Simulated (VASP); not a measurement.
W:

```
CELL_PARAMETERS angstrom
0.00000 2.03000 2.03000
2.03000 0.00000 2.03000
2.03000 2.03000 0.00000
ATOMIC_POSITIONS crystal
W 0.00000 0.00000 0.00000
```

Base run:

| Quantity | Value |
| --- | --- |
| Program | VASP 6.6.1 |
| Functional | PBEsol |
| Potentials or basis | VASP PAW PBE potentials, release 64 (W_sv) |
| Cutoff | 520 eV |
| k mesh | 11 × 11 × 11 |
| Occupations | fermi-dirac, width 0.05 eV |
| Spin | no spin polarisation |

Its results: band gap on the k mesh zero (band 7 reaches 12.63 eV, above the bottom of band 8 at 9.52 eV); pressure -12.3 GPa.

Question: The run is repeated on the same cell with these changes: functional from PBEsol to BLYP. What comes out?

Answer: Band gap on the k mesh zero (band 7 reaches 13.58 eV, above the bottom of band 8 at 10.18 eV); pressure 6.3 GPa.

BLYP binds less tightly than PBEsol, so the same cell stands under more pressure.

Caveats: the PAW data sets were made with another functional, which shifts forces and pressure a little; spin-orbit coupling is left out, which moves the levels of the heavy elements.
